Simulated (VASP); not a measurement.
# AlB2Sb3 (P4/mmm) in VASP: relaxation of cell and atoms with PBE

Aim: the relaxation of cell and atoms of AlB2Sb3 with PBE.

Everything below comes from runs of VASP 6.6.1. Logs are shortened: lines on timing, memory, paths and dates and some standing lists are left out, and cuts for length are marked.

### Step 1. The cell of the first run

The structure is tetragonal, space group P4/mmm (No. 123). Conventional cell: a = 5.925 Å, b = 5.925 Å, c = 8.080 Å, α = 90.00°, β = 90.00°, γ = 90.00°. Within 2.6 Å of Al (site symmetry 4/mmm) lie 2 B at 1.97 Å. Within 2.6 Å of B (site symmetry 4mm) lie 1 Al at 1.97 Å and 1 Sb at 2.07 Å. Within 2.7 Å of Sb (site symmetry 4/mmm) lie 2 B at 2.07 Å. Within 3.9 Å of Sb (site symmetry mmm) lie 2 Sb at 2.96 Å and 4 B at 3.61 Å.

The cell was generated, and may not be a known phase.

### Step 2. Relaxation of cell and atoms, PBE

File INCAR:

```
SYSTEM = AlB2Sb3
  PREC = Accurate
  ENCUT = 500
  EDIFF = 1E-7
  ISMEAR = 0
  SIGMA = 0.1
  LREAL = .FALSE.
  LASPH = .TRUE.
  NELM = 120
  ALGO = Normal
  ISIF = 3
  LWAVE = .FALSE.
  LCHARG = .FALSE.
  GGA = PE
  IBRION = 2
  NSW = 100
  EDIFFG = -0.01
  GGA_COMPAT = .FALSE.
  NELMIN = 4
```

File KPOINTS:

```
regular mesh
0
G
  6 6 6
  0 0 0
```

File POSCAR:

```
AlB2Sb3
1.0
    5.9249166079      0.0000000000      0.0000000000
    0.0000000000      5.9249166079      0.0000000000
    0.0000000000      0.0000000000      8.0796280203
Al B Sb
1 2 3
Direct
    0.5000000000      0.5000000000      0.0000000000
    0.5000000000      0.5000000000      0.7559223030
    0.5000000000      0.5000000000      0.2440776970
    0.5000000000      0.5000000000      0.5000000000
    0.5000000000      0.0000000000      0.5000000000
    0.0000000000      0.5000000000      0.5000000000
```

Potentials or basis: VASP PAW PBE potentials, release 64 (Al, B, Sb).

Started as:

```sh
cat potpaw_PBE.64/Al/POTCAR potpaw_PBE.64/B/POTCAR potpaw_PBE.64/Sb/POTCAR > POTCAR
mpirun -np 1 vasp_std > vasp.out
```

OUTCAR:

```text
SYSTEM = AlB2Sb3
   PREC = Accurate
   ENCUT = 500
   EDIFF = 1E-7
   ISMEAR = 0
   LREAL = .FALSE.
   LASPH = .TRUE.
   NELM = 120
   ISIF = 3
   GGA = PE
   IBRION = 2
   NSW = 100
   EDIFFG = -0.01
   NELMIN = 4

 ion  position               nearest neighbor table
   1  0.500  0.500  0.000-   2 1.97   3 1.97
   2  0.500  0.500  0.756-   1 1.97   4 2.07
   3  0.500  0.500  0.244-   1 1.97   4 2.07
   4  0.500  0.500  0.500-   2 2.07   3 2.07   5 2.96   6 2.96   5 2.96   6 2.96
   5  0.500  0.000  0.500-   4 2.96   4 2.96
   6  0.000  0.500  0.500-   4 2.96   4 2.96

  LATTYP: Found a simple tetragonal cell.
 ALAT       =     5.9249166079
 C/A-ratio  =     1.3636694919

  Lattice vectors:

 A1 = (   5.9249166079,   0.0000000000,   0.0000000000)
 A2 = (   0.0000000000,   5.9249166079,   0.0000000000)
 A3 = (   0.0000000000,   0.0000000000,   8.0796280203)

Analysis of symmetry for initial positions (statically):
=====================================================================
 Subroutine PRICEL returns:
 Original cell was already a primitive cell.

 Routine SETGRP: Setting up the symmetry group for a
 simple tetragonal supercell.

 Subroutine GETGRP returns: Found 16 space group operations
 (whereof 16 operations were pure point group operations)
 out of a pool of 16 trial point group operations.

The static configuration has the point symmetry D_4h.

Analysis of symmetry for dynamics (positions and initial velocities):
=====================================================================
 Subroutine PRICEL returns:
 Original cell was already a primitive cell.

 Routine SETGRP: Setting up the symmetry group for a
 simple tetragonal supercell.

 Subroutine GETGRP returns: Found 16 space group operations
 (whereof 16 operations were pure point group operations)
 out of a pool of 16 trial point group operations.

The dynamic configuration has the point symmetry D_4h.

 Subroutine INISYM returns: Found 16 space group operations
 (whereof 16 operations are pure point group operations),
 and found     1 'primitive' translations

----------------------------------------------------------------------------------------

                                     Primitive cell

  volume of cell :     283.6324

  direct lattice vectors                    reciprocal lattice vectors
     5.924916608  0.000000000  0.000000000     0.168778747  0.000000000  0.000000000
     0.000000000  5.924916608  0.000000000     0.000000000  0.168778747  0.000000000
     0.000000000  0.000000000  8.079628020     0.000000000  0.000000000  0.123768074

  length of vectors
     5.924916608  5.924916608  8.079628020     0.168778747  0.168778747  0.123768074

  position of ions in fractional coordinates (direct lattice)
     0.500000000  0.500000000  0.000000000
     0.500000000  0.500000000  0.755922303
     0.500000000  0.500000000  0.244077697
     0.500000000  0.500000000  0.500000000
     0.500000000  0.000000000  0.500000000
     0.000000000  0.500000000  0.500000000

  ion indices of the primitive-cell ions
   primitive index   ion index
                 1           1
                 2           2
                 3           3
                 4           4
                 5           5
                 6           6

----------------------------------------------------------------------------------------

 KPOINTS: regular mesh

Automatic generation of k-mesh.
 Grid dimensions read from file:
 generate k-points for:    6    6    6

 Generating k-lattice:

  Cartesian coordinates                     Fractional coordinates (reciprocal lattice)
     0.028129791  0.000000000  0.000000000     0.166666667  0.000000000  0.000000000
     0.000000000  0.028129791  0.000000000     0.000000000  0.166666667  0.000000000
     0.000000000  0.000000000  0.020628012     0.000000000  0.000000000  0.166666667

  Length of vectors
     0.028129791  0.028129791  0.020628012

  Shift w.r.t. Gamma in fractional coordinates (k-lattice)
     0.000000000  0.000000000  0.000000000

 Subroutine IBZKPT returns following result:
 ===========================================

 Found     40 irreducible k-points:

 Following reciprocal coordinates:
            Coordinates               Weight
  0.000000  0.000000  0.000000      1.000000
  0.166667  0.000000  0.000000      4.000000
  0.333333  0.000000  0.000000      4.000000
  0.500000  0.000000  0.000000      2.000000
  0.166667  0.166667  0.000000      4.000000
  0.333333  0.166667  0.000000      8.000000
[... 16 lines left out ...]
  0.333333  0.000000  0.333333      8.000000
  0.500000  0.000000  0.333333      4.000000
 [... further k-points ...]
   k-points           NKPTS =     40   k-points in BZ     NKDIM =     40   number of bands    NBANDS=     16
   number of dos      NEDOS =    301   number of ions     NIONS =      6
   total plane-waves  NPLWV = 138240
   dimension x,y,z NGX =    48 NGY =   48 NGZ =   60
   dimension x,y,z NGXF=    96 NGYF=   96 NGZF=  120
   ions per type =               1   2   3
   NGX,Y,Z   is equivalent  to a cutoff of  13.47, 13.47, 12.35 a.u.
   NGXF,Y,Z  is equivalent  to a cutoff of  26.94, 26.94, 24.69 a.u.
 SYSTEM =  AlB2Sb3
   PREC   = accura    normal or accurate (medium, high low for compatibility)
   ISTART =      0    job   : 0-new  1-cont  2-samecut
   ICHARG =      2    charge: 1-file 2-atom 10-const
   ISPIN  =      1    spin polarized calculation?
   LNONCOLLINEAR =      F non collinear calculations
   LSORBIT =      F    spin-orbit coupling
   LASPH  =      T    aspherical Exc in radial PAW
   ENCUT  =  500.0 eV  36.75 Ry    6.06 a.u.  10.80 10.80 14.73*2*pi/ulx,y,z
   NELM   =    120;   NELMIN=  4; NELMDL= -5     # of ELM steps
   EDIFF  = 0.1E-06   stopping-criterion for ELM
   LREAL  =      F    real-space projection
   EDIFFG = -.1E-01   stopping-criterion for IOM
   NSW    =    100    number of steps for IOM
   IBRION =      2    ionic relax: 0-MD 1-quasi-New 2-CG
   NFREE  =      1    steps in history (QN), initial steepest desc. (CG)
   ISIF   =      3    stress and relaxation
   ISYM   =      2    0-nonsym 1-usesym 2-fastsym
   POTIM  = 0.5000    time-step for ionic-motion
   TEBEG  =    0.0;   TEEND  =   0.0 temperature during run
   PSTRESS=    0.0 pullay stress
   NELECT =      24.0000    total number of electrons
   NUPDOWN=      -1.0000    fix difference up-down
   EMIN   =  10.00;   EMAX   =-10.00  energy-range for DOS
   EFERMI =   0.00;   METHOD = LEGACY
   ISMEAR =     0;   SIGMA  =   0.10  broadening in eV -4-tet -1-fermi 0-gaus
   EFERMI_NEDOS =   21; number of points for ismear=-14 and -15
   IALGO  =     38    algorithm
   IMIX   =      4    mixing-type and parameters
     AMIX     =   0.40;   BMIX     =  1.00
     AMIX_MAG =   1.60;   BMIX_MAG =  1.00
  volume/ion in A,a.u.               =      47.27       319.01
  Fermi-wavevector in a.u.,A,eV,Ry     =   0.718720  1.358185  7.028212  0.516559
  Thomas-Fermi vector in A             =   1.807731
   LORBIT       =      0    0 simple, 1 ext, 2 COOP (PROOUT), +10 PAW based schemes
   GGA     = PE    functional components
   LHFCALC =     F    Hartree Fock is set to
   AEXX    =    0.0000 exact exchange contribution
   IVDW    =     0    specifies the selected vdW correction
   LEPSILON=     F    determine dielectric tensor
   LRPA    =     F    only Hartree local field effects (RPA)
 conjugate gradient relaxation of ions
 non-spin polarized calculation
 Gauss-broadening in eV      SIGMA  =   0.10
  energy-cutoff  :      500.00
  volume of cell :      283.63
 maximum number of plane-waves:      7240
 NGX is ok and might be reduce to    48
   NGX = 21   NGY = 21   NGZ = 29

--------------------------------------- Ionic step        1  -------------------------------------------

 number of electron      24.0000000 magnetization

 Free energy of the ion-electron system (eV)
  ---------------------------------------------------
  ext. energy  EPLUGINS =         0.00000000
  ---------------------------------------------------
  free energy    TOTEN  =       -18.67135082 eV

  energy without entropy =      -18.63361627  energy(sigma->0) =      -18.65248355

------------------------ aborting loop because EDIFF is reached ----------------------------------------

  FORCE on cell =-STRESS in cart. coord.  units (eV):
  Direction    XX          YY          ZZ          XY          YZ          ZX
  --------------------------------------------------------------------------------------
  -------------------------------------------------------------------------------------
  Total       -0.2317212     -0.2317212      0.5055432      0.0000000     -0.0000000      0.0000000
  in kB       -1.3089420     -1.3089420      2.8557028      0.0000000     -0.0000000      0.0000000
  external PRESSURE =       0.0792729 kB  Pullay stress =       0.0000000 kB
[... 225 lines left out ...]
  energy  without entropy=      -18.6360477191  energy(sigma->0) =      -18.65502853

--------------------------------------- Ionic step        7  -------------------------------------------

 number of electron      23.9999999 magnetization

 Free energy of the ion-electron system (eV)
  ---------------------------------------------------
  ext. energy  EPLUGINS =         0.00000000
  ---------------------------------------------------
  free energy    TOTEN  =       -18.67403424 eV

  energy without entropy =      -18.63614531  energy(sigma->0) =      -18.65508978

 E-fermi :   0.4794     XC(G=0):  -6.1043

 val. band max:        0.4755120799   @ k =   0.5000   0.0000   0.5000
 cond. band min:       0.4905020893   @ k =   0.1667   0.0000   0.5000
 fundamental gap:      0.0149900093
 Fermi energy:         0.4794307000

 k-point     1 :       0.0000    0.0000    0.0000
  band No.  band energies     occupation
      1     -11.4267      2.00000
      2      -7.6410      2.00000
      3      -7.0145      2.00000
      4      -6.9954      2.00000
      5      -6.0127      2.00000
      6      -4.1586      2.00000
[... 8 lines left out ...]
     15       0.7952      0.00001
     16       0.7952      0.00001
[... 420 lines left out ...]
  band No.  band energies     occupation
      1     -11.1683      2.00000
      2      -8.5255      2.00000
      3      -7.3709      2.00000
      4      -7.2060      2.00000
      5      -5.2314      2.00000
      6      -4.0107      2.00000
[... 8 lines left out ...]
     15       1.2875      0.00000
     16       1.5615      0.00000

 [... further k-points ...]

------------------------ aborting loop because EDIFF is reached ----------------------------------------

  FORCE on cell =-STRESS in cart. coord.  units (eV):
  Direction    XX          YY          ZZ          XY          YZ          ZX
  --------------------------------------------------------------------------------------
  -------------------------------------------------------------------------------------
  Total        0.0133615      0.0133615     -0.0242898      0.0000000      0.0000000     -0.0000000
  in kB        0.0758214      0.0758214     -0.1378355      0.0000000      0.0000000     -0.0000000
  external PRESSURE =       0.0046024 kB  Pullay stress =       0.0000000 kB
[... 21 lines left out ...]
  FREE ENERGIE OF THE ION-ELECTRON SYSTEM (eV)
  ---------------------------------------------------
  free  energy   TOTEN  =       -18.6740342377 eV

  energy  without entropy=      -18.6361453137  energy(sigma->0) =      -18.65508978

 reached required accuracy - stopping structural energy minimisation
```

Wall time 15 min (1 thread of Oxide Virtual Turin-like, shared host); peak memory 0.48 GiB.

What came out:

* Free energy: -18.6740 eV
* Relaxed volume: 47.06 Å³/atom
* Relaxed cell: a = 5.904 Å, b = 5.904 Å, c = 8.101 Å, α = 90.00°, β = 90.00°, γ = 90.00°
* Space group after relaxing (to 0.1 Å): P4/mmm (No. 123)
* Energy gained by relaxing: 0.4 meV/atom
* Ionic steps: 7
* Pressure after relaxing: 0.0 GPa
* Largest force after relaxing: 0.008 eV/Å
* Band gap on the k mesh: zero (bands 12 and 13 overlap by 0.91 eV)

Forces in eV/Å, atoms in the order of the input:
```
Al   0.000  0.000  0.000
B    0.000  0.000  0.008
B    0.000  0.000 -0.008
Sb   0.000  0.000  0.000
Sb   0.000  0.000  0.000
Sb   0.000  0.000  0.000
```

Step by step:
```
step  energy change (eV)  largest force (eV/Å)  pressure (GPa)  volume (Å³)
   1              0.0000                0.1908            0.01       283.63
   2             -0.0020                0.0792           -0.13       283.73
   3             -0.0023                0.0057           -0.09       283.70
   4             -0.0026                0.0184           -0.01       282.67
   5             -0.0027                0.0209            0.00       282.49
   6             -0.0027                0.0215            0.01       282.45
   7             -0.0027                0.0075            0.00       282.34
```

Final structure:
```yaml
crystal:
  lattice:
    - [5.90357, 0.00000, 0.00000]
    - [0.00000, 5.90357, 0.00000]
    - [0.00000, 0.00000, 8.10108]
  atoms:
    - { symbol: Al, position: [0.50000, 0.50000, 0.00000] }
    - { symbol: B, position: [0.50000, 0.50000, 0.75672] }
    - { symbol: B, position: [0.50000, 0.50000, 0.24328] }
    - { symbol: Sb, position: [0.50000, 0.50000, 0.50000] }
    - { symbol: Sb, position: [0.50000, 0.00000, 0.50000] }
    - { symbol: Sb, position: [0.00000, 0.50000, 0.50000] }
```

Levels at points of the mesh, in eV from the Fermi level:
```csv
k point,band 8,band 9,band 10,band 11,band 12,band 13,band 14,band 15,band 16
"(0.00, 0.00, 0.00)",-3.24,-0.30,-0.01,-0.01,0.07,0.10,0.10,0.32,0.32
"(0.50, 0.00, 0.00)",-1.49,-1.40,-0.52,-0.48,-0.30,-0.08,0.11,0.13,0.80
"(0.50, 0.50, 0.00)",-1.35,-1.35,-1.25,-1.25,-0.65,-0.03,0.69,0.69,1.47
"(0.00, 0.00, 0.50)",-4.63,-0.67,-0.67,-0.37,0.04,0.22,0.22,1.31,1.31
"(0.50, 0.00, 0.50)",-1.74,-1.30,-0.63,-0.52,-0.12,-0.11,0.00,0.80,1.30
"(0.50, 0.50, 0.50)",-1.68,-1.68,-0.93,-0.93,-0.13,-0.03,0.84,0.84,1.47
```

Caveat: spin-orbit coupling is left out, which moves the levels of the heavy elements.
